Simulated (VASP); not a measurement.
B2Pt2Cl:

```
B Pt Cl
1.0
    -1.98457    1.98457    4.78142
     1.98457   -1.98457    4.78142
     1.98457    1.98457   -4.78142
B Pt Cl
2 2 1
Direct
  0.75000 0.25000 0.50000
  0.25000 0.75000 0.50000
  0.37500 0.37500 0.00000
  0.62500 0.62500 0.00000
  0.00000 0.00000 0.00000
```

The cell was built from a structure type or drawn by symmetry, and may not be a known phase.

| Item | Value |
| --- | --- |
| Program | VASP 6.6.1 |
| Task | relaxation of cell and atoms |
| Functional | PBE |
| Potentials or basis | VASP PAW PBE potentials, release 64 (B, Pt, Cl) |
| Cutoff | 600 eV |
| k mesh | 6 × 6 × 6 |
| Occupations | gaussian, width 0.1 eV |
| Spin | no spin polarisation |

At the start: pressure -8.5 GPa; volume 15.07 Å³/atom.

Where does the relaxation end?

Over 19 steps the energy falls by 695.9 meV/atom and the volume is 14.45 Å³/atom (-4.1 %); space group I4/mmm (No. 139, to 0.1 Å) before and after.

The path:
| step | energy change (eV) | largest force (eV/Å) | pressure (GPa) | volume (Å³) |
| --- | --- | --- | --- | --- |
| 1 | 0.0000 | 5.2934 | -8.48 | 75.33 |
| 2 | -1.7222 | 3.5691 | 16.89 | 66.42 |
| 3 | -1.9164 | 1.4221 | 5.58 | 68.52 |
| 4 | -2.7174 | 0.2209 | -1.78 | 71.11 |
| 5 | -3.1217 | 1.9137 | -9.50 | 73.74 |
| 6 | -3.4106 | 1.1721 | -2.29 | 70.59 |
| 7 | -3.4176 | 1.0395 | -1.08 | 70.13 |
| 8 | -3.4554 | 0.2501 | 1.88 | 69.91 |
| 9 | -3.4557 | 0.1707 | 2.17 | 69.89 |
| 10 | -3.4678 | 0.1798 | 0.57 | 70.98 |
| 11 | -3.4698 | 0.1856 | -0.48 | 71.74 |
| 12 | -3.4734 | 0.0014 | 0.12 | 71.82 |
| 13 | -3.4740 | 0.1070 | 0.43 | 71.87 |
| 14 | -3.4773 | 0.0508 | -0.05 | 72.16 |
| 15 | -3.4786 | 0.0231 | -0.65 | 72.57 |
| 16 | -3.4786 | 0.0137 | -0.61 | 72.51 |
| 17 | -3.4795 | 0.0712 | 0.08 | 72.25 |
| 18 | -3.4795 | 0.0622 | 0.00 | 72.28 |
| 19 | -3.4797 | 0.0148 | -0.09 | 72.24 |

Final structure:
```cif
data_structure
_symmetry_space_group_name_H-M 'P 1'
_symmetry_Int_Tables_number 1
_cell_length_a 7.0944
_cell_length_b 7.0944
_cell_length_c 7.0944
_cell_angle_alpha 153.247
_cell_angle_beta 153.247
_cell_angle_gamma 38.195
_cell_volume 72.24
loop_
_atom_site_label
_atom_site_type_symbol
_atom_site_fract_x
_atom_site_fract_y
_atom_site_fract_z
_atom_site_occupancy
B1 B 0.75000 0.25000 0.50000 1
B2 B 0.25000 0.75000 0.50000 1
Pt1 Pt 0.34842 0.34842 0.00000 1
Pt2 Pt 0.65158 0.65158 0.00000 1
Cl1 Cl 0.00000 0.00000 0.00000 1
```

Caveat: a cell axis changed by over 15 % at a fixed basis, so the end point is rough; an odd number of electrons without spin polarisation forces a metal; a magnetic or distorted state may lie lower.
